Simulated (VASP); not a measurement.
# MgO (P6_3/mmc) in VASP: a series of runs

Runs on MgO. Level: PBE. Tasks: single point.

All numbers are computed with VASP 6.6.1; they aren't measurements. Logs are shortened: lines on timing, memory, paths and dates and some standing lists are left out, and cuts for length are marked.

### Step 1. The cell of the first run

Symmetry: P6_3/mmc, No. 194, hexagonal system. The conventional cell has a = 3.445 Å, b = 3.445 Å, c = 4.147 Å, α = 90.00°, β = 90.00°, γ = 120.00°. Mg (site symmetry -6m2) has 5 O at 1.99 to 2.07 Å within 2.6 Å. Within 2.6 Å of O (site symmetry -6m2) lie 5 Mg at 1.99 to 2.07 Å.

### Step 2. Single point, PBE (volume 10.653 Å^3 an atom, c/a of the conventional cell 1.2039)

File INCAR:

```
SYSTEM = MgO
ALGO = Normal
EDIFF = 1E-6
ENCUT = 520
GGA = PE
ISIF = 2
ISMEAR = 0
LASPH = .True.
LCHARG = .False.
LREAL = .False.
LWAVE = .False.
NBANDS = 16
NELM = 80
PREC = Accurate
SIGMA = 0.05
```

File KPOINTS:

```
k-points
0
Gamma
  9 9 6
  0 0 0
```

File POSCAR:

```
MgO
1.0
    3.4445665721      0.0000000000      0.0000000000
   -1.7222832861      2.9830821564      0.0000000000
    0.0000000000      0.0000000000      4.1469817236
Mg O
2 2
Direct
    0.6666666667      0.3333333333      0.7500000000
    0.3333333333      0.6666666667      0.2500000000
    0.6666666667      0.3333333333      0.2500000000
    0.3333333333      0.6666666667      0.7500000000
```

Potentials or basis: VASP PAW PBE potentials, release 64 (Mg, O).

Launch:

```
$ cat potpaw_PBE.64/Mg/POTCAR potpaw_PBE.64/O/POTCAR > POTCAR
$ mpirun -np 1 vasp_std > vasp.out
```

OUTCAR:

```text
SYSTEM = MgO
   EDIFF = 1E-6
   ENCUT = 520
   GGA = PE
   ISIF = 2
   ISMEAR = 0
   LASPH = .True.
   LREAL = .False.
   NELM = 80
   PREC = Accurate

 ion  position               nearest neighbor table
   1  0.667  0.333  0.750-   4 1.99   4 1.99   4 1.99   3 2.07   3 2.07   2 2.87   2 2.87   2 2.87
                             2 2.87   2 2.87   2 2.87
   2  0.333  0.667  0.250-   3 1.99   3 1.99   3 1.99   4 2.07   4 2.07   1 2.87   1 2.87   1 2.87
                             1 2.87   1 2.87   1 2.87
   3  0.667  0.333  0.250-   2 1.99   2 1.99   2 1.99   1 2.07   1 2.07
   4  0.333  0.667  0.750-   1 1.99   1 1.99   1 1.99   2 2.07   2 2.07

  LATTYP: Found a hexagonal cell.
 ALAT       =     3.4445665721
 C/A-ratio  =     1.2039197492

  Lattice vectors:

 A1 = (   3.4445665721,   0.0000000000,   0.0000000000)
 A2 = (  -1.7222832861,   2.9830821564,   0.0000000000)
 A3 = (   0.0000000000,   0.0000000000,   4.1469817236)

Analysis of symmetry for initial positions (statically):
=====================================================================
 Subroutine PRICEL returns:
 Original cell was already a primitive cell.

 Routine SETGRP: Setting up the symmetry group for a
 hexagonal supercell.

 Subroutine GETGRP returns: Found 24 space group operations
 (whereof 12 operations were pure point group operations)
 out of a pool of 24 trial point group operations.

The static configuration has the point symmetry D_3d.
 The point group associated with its full space group is D_6h.

Analysis of symmetry for dynamics (positions and initial velocities):
=====================================================================
 Subroutine PRICEL returns:
 Original cell was already a primitive cell.

 Routine SETGRP: Setting up the symmetry group for a
 hexagonal supercell.

 Subroutine GETGRP returns: Found 24 space group operations
 (whereof 12 operations were pure point group operations)
 out of a pool of 24 trial point group operations.

The dynamic configuration has the point symmetry D_3d.
 The point group associated with its full space group is D_6h.

 Subroutine INISYM returns: Found 24 space group operations
 (whereof 12 operations are pure point group operations),
 and found     1 'primitive' translations

----------------------------------------------------------------------------------------

                                     Primitive cell

  volume of cell :      42.6120

  direct lattice vectors                    reciprocal lattice vectors
     3.444566572  0.000000000  0.000000000     0.290312287  0.167611877  0.000000000
    -1.722283286  2.983082156  0.000000000     0.000000000  0.335223754  0.000000000
     0.000000000  0.000000000  4.146981724     0.000000000  0.000000000  0.241139235

  length of vectors
     3.444566572  3.444566572  4.146981724     0.335223754  0.335223754  0.241139235

  position of ions in fractional coordinates (direct lattice)
     0.666666667  0.333333333  0.750000000
     0.333333333  0.666666667  0.250000000
     0.666666667  0.333333333  0.250000000
     0.333333333  0.666666667  0.750000000

  ion indices of the primitive-cell ions
   primitive index   ion index
                 1           1
                 2           2
                 3           3
                 4           4

----------------------------------------------------------------------------------------

 KPOINTS: k-points

Automatic generation of k-mesh.
 Grid dimensions read from file:
 generate k-points for:    9    9    6

 Generating k-lattice:

  Cartesian coordinates                     Fractional coordinates (reciprocal lattice)
     0.032256921  0.018623542  0.000000000     0.111111111  0.000000000  0.000000000
     0.000000000  0.037247084  0.000000000     0.000000000  0.111111111  0.000000000
     0.000000000  0.000000000  0.040189872     0.000000000  0.000000000  0.166666667

  Length of vectors
     0.037247084  0.037247084  0.040189872

  Shift w.r.t. Gamma in fractional coordinates (k-lattice)
     0.000000000  0.000000000  0.000000000

 Subroutine IBZKPT returns following result:
 ===========================================

 Found     48 irreducible k-points:

 Following reciprocal coordinates:
            Coordinates               Weight
  0.000000  0.000000  0.000000      1.000000
  0.111111  0.000000  0.000000      6.000000
  0.222222 -0.000000  0.000000      6.000000
  0.333333  0.000000  0.000000      6.000000
  0.444444 -0.000000  0.000000      6.000000
  0.111111  0.111111  0.000000      6.000000
[... 16 lines left out ...]
  0.333333  0.222222  0.166667     24.000000
  0.333333  0.333333  0.166667      4.000000
 [... further k-points ...]
   k-points           NKPTS =     48   k-points in BZ     NKDIM =     48   number of bands    NBANDS=     16
   number of dos      NEDOS =    301   number of ions     NIONS =      4
   total plane-waves  NPLWV =  25088
   dimension x,y,z NGX =    28 NGY =   28 NGZ =   32
   dimension x,y,z NGXF=    56 NGYF=   56 NGZF=   64
   ions per type =               2   2
   NGX,Y,Z   is equivalent  to a cutoff of  13.51, 13.51, 12.83 a.u.
   NGXF,Y,Z  is equivalent  to a cutoff of  27.03, 27.03, 25.66 a.u.
 SYSTEM =  MgO
   PREC   = accura    normal or accurate (medium, high low for compatibility)
   ISTART =      0    job   : 0-new  1-cont  2-samecut
   ICHARG =      2    charge: 1-file 2-atom 10-const
   ISPIN  =      1    spin polarized calculation?
   LNONCOLLINEAR =      F non collinear calculations
   LSORBIT =      F    spin-orbit coupling
   LASPH  =      T    aspherical Exc in radial PAW
   ENCUT  =  520.0 eV  38.22 Ry    6.18 a.u.   6.40  6.40  7.71*2*pi/ulx,y,z
   NELM   =     80;   NELMIN=  2; NELMDL= -5     # of ELM steps
   EDIFF  = 0.1E-05   stopping-criterion for ELM
   LREAL  =      F    real-space projection
   EDIFFG = 0.1E-04   stopping-criterion for IOM
   NSW    =      0    number of steps for IOM
   IBRION =     -1    ionic relax: 0-MD 1-quasi-New 2-CG
   NFREE  =      0    steps in history (QN), initial steepest desc. (CG)
   ISIF   =      2    stress and relaxation
   ISYM   =      2    0-nonsym 1-usesym 2-fastsym
   POTIM  = 0.5000    time-step for ionic-motion
   TEBEG  =    0.0;   TEEND  =   0.0 temperature during run
   PSTRESS=    0.0 pullay stress
   NELECT =      16.0000    total number of electrons
   NUPDOWN=      -1.0000    fix difference up-down
   EMIN   =  10.00;   EMAX   =-10.00  energy-range for DOS
   EFERMI =   0.00;   METHOD = LEGACY
   ISMEAR =     0;   SIGMA  =   0.05  broadening in eV -4-tet -1-fermi 0-gaus
   EFERMI_NEDOS =   21; number of points for ismear=-14 and -15
   IALGO  =     38    algorithm
   IMIX   =      4    mixing-type and parameters
     AMIX     =   0.40;   BMIX     =  1.00
     AMIX_MAG =   1.60;   BMIX_MAG =  1.00
  volume/ion in A,a.u.               =      10.65        71.89
  Fermi-wavevector in a.u.,A,eV,Ry     =   1.181057  2.231874 18.978707  1.394896
  Thomas-Fermi vector in A             =   2.317338
   LORBIT       =      0    0 simple, 1 ext, 2 COOP (PROOUT), +10 PAW based schemes
   GGA     = PE    functional components
   LHFCALC =     F    Hartree Fock is set to
   AEXX    =    0.0000 exact exchange contribution
   IVDW    =     0    specifies the selected vdW correction
   LEPSILON=     F    determine dielectric tensor
   LRPA    =     F    only Hartree local field effects (RPA)
 non-spin polarized calculation
 Gauss-broadening in eV      SIGMA  =   0.05
  energy-cutoff  :      520.00
  volume of cell :       42.61
 maximum number of plane-waves:      1166
 NGX is ok and might be reduce to    28
   NGX = 13   NGY = 13   NGZ = 15

 number of electron      16.0000006 magnetization

 Free energy of the ion-electron system (eV)
  ---------------------------------------------------
  ext. energy  EPLUGINS =         0.00000000
  ---------------------------------------------------
  free energy    TOTEN  =       -23.60185085 eV

  energy without entropy =      -23.60185085  energy(sigma->0) =      -23.60185085

 E-fermi :   2.4528     XC(G=0): -10.2165

 val. band max:        2.2279235110   @ k =   0.0000   0.0000   0.0000
 cond. band min:       5.8243902351   @ k =   0.0000   0.0000   0.0000
 fundamental gap:      3.5964667241
 Fermi energy:         2.4527873023

 k-point     1 :       0.0000    0.0000    0.0000
  band No.  band energies     occupation
      1     -14.8604      2.00000
      2     -13.3845      2.00000
      3      -1.5460      2.00000
      4       0.4291      2.00000
      5       0.4291      2.00000
      6       1.3699      2.00000
[... 8 lines left out ...]
     15      18.0372      0.00000
     16      18.2564      0.00000

 k-point     2 :       0.1111    0.0000    0.0000
  band No.  band energies     occupation
      1     -14.7957      2.00000
      2     -13.3946      2.00000
      3      -1.4465      2.00000
      4       0.2271      2.00000
      5       0.3301      2.00000
      6       1.0683      2.00000
[... 8 lines left out ...]
     15      17.5333      0.00000
     16      17.7115      0.00000

 k-point     3 :       0.2222   -0.0000    0.0000
  band No.  band energies     occupation
      1     -14.6172      2.00000
      2     -13.4331      2.00000
      3      -1.1610      2.00000
      4      -0.3639      2.00000
      5       0.1244      2.00000
      6       0.6342      2.00000
[... 8 lines left out ...]
     15      16.6620      0.00000
     16      17.1397      0.00000

 k-point     4 :       0.3333    0.0000    0.0000
  band No.  band energies     occupation
      1     -14.3727      2.00000
      2     -13.5151      2.00000
      3      -1.0187      2.00000
      4      -0.7366      2.00000
      5      -0.0668      2.00000
      6       0.3533      2.00000
[... 8 lines left out ...]
     15      16.6565      0.00000
     16      17.1823      0.00000
[... 324 lines left out ...]
 k-point    22 :       0.2222    0.2222    0.1667
  band No.  band energies     occupation
      1     -14.1848      2.00000
      2     -13.6015      2.00000
      3      -1.1376      2.00000
      4      -1.0735      2.00000
      5       0.0299      2.00000
      6       0.3832      2.00000
[... 8 lines left out ...]
     15      16.8521      0.00000
     16      18.1063      0.00000

 k-point    23 :       0.3333    0.2222    0.1667
  band No.  band energies     occupation
      1     -13.9936      2.00000
      2     -13.7034      2.00000
      3      -1.4233      2.00000
      4      -0.8055      2.00000
      5      -0.3725      2.00000
      6       0.6422      2.00000
[... 8 lines left out ...]
     15      16.6361      0.00000
     16      18.3015      0.00000

 k-point    24 :       0.3333    0.3333    0.1667
  band No.  band energies     occupation
      1     -13.8330      2.00000
      2     -13.8330      2.00000
      3      -1.3986      2.00000
      4      -0.6712      2.00000
      5      -0.6712      2.00000
      6       0.9969      2.00000
[... 8 lines left out ...]
     15      16.4818      0.00000
     16      19.1549      0.00000

 [... further k-points ...]
[... 5 lines left out ...]
  --------------------------------------------------------------------------------------
  -------------------------------------------------------------------------------------
  Total        2.3112975      2.3112975      2.3922807     -0.0000000      0.0000000     -0.0000000
  in kB       86.9029472     86.9029472     89.9478528     -0.0000000      0.0000000     -0.0000000
  external PRESSURE =      87.9179157 kB  Pullay stress =       0.0000000 kB

 VOLUME and BASIS-vectors are now :
 -----------------------------------------------------------------------------
  energy-cutoff  :      520.00
  volume of cell :       42.61
      direct lattice vectors                 reciprocal lattice vectors
     3.444566572  0.000000000  0.000000000     0.290312287  0.167611877  0.000000000
    -1.722283286  2.983082156  0.000000000     0.000000000  0.335223754  0.000000000
     0.000000000  0.000000000  4.146981724     0.000000000  0.000000000  0.241139235

 POSITION                                       TOTAL-FORCE (eV/Angst)
 -----------------------------------------------------------------------------------
      1.72228      0.99436      3.11024         0.000000      0.000000      0.000000
     -0.00000      1.98872      1.03675        -0.000000     -0.000000      0.000000
      1.72228      0.99436      1.03675        -0.000000      0.000000      0.000000
     -0.00000      1.98872      3.11024         0.000000     -0.000000      0.000000
 -----------------------------------------------------------------------------------
    total drift:                                0.000000     -0.000000      0.000000

  FREE ENERGIE OF THE ION-ELECTRON SYSTEM (eV)
  ---------------------------------------------------
  free  energy   TOTEN  =       -23.6018508485 eV

  energy  without entropy=      -23.6018508485  energy(sigma->0) =      -23.60185085
```

Wall time 39 s (1 thread of Intel Xeon 8259CL, shared host); peak memory 0.18 GiB.

What came out:

```yaml
Free_energy: -23.6019 eV
Pressure: 8.8 GPa
Band_gap_on_the_k_mesh: 3.60 eV, direct
```

Levels at points of the mesh, in eV from the valence-band top:
```csv
k point,band 6,band 7,band 8,band 9,band 10,band 11
"(0.00, 0.00, 0.00)",-0.86,-0.86,0.00,3.60,9.73,12.47
"(0.00, 0.00, 0.50)",-1.35,-1.35,-1.35,6.64,6.64,13.15
```

(Continued in part 2 of 2.)
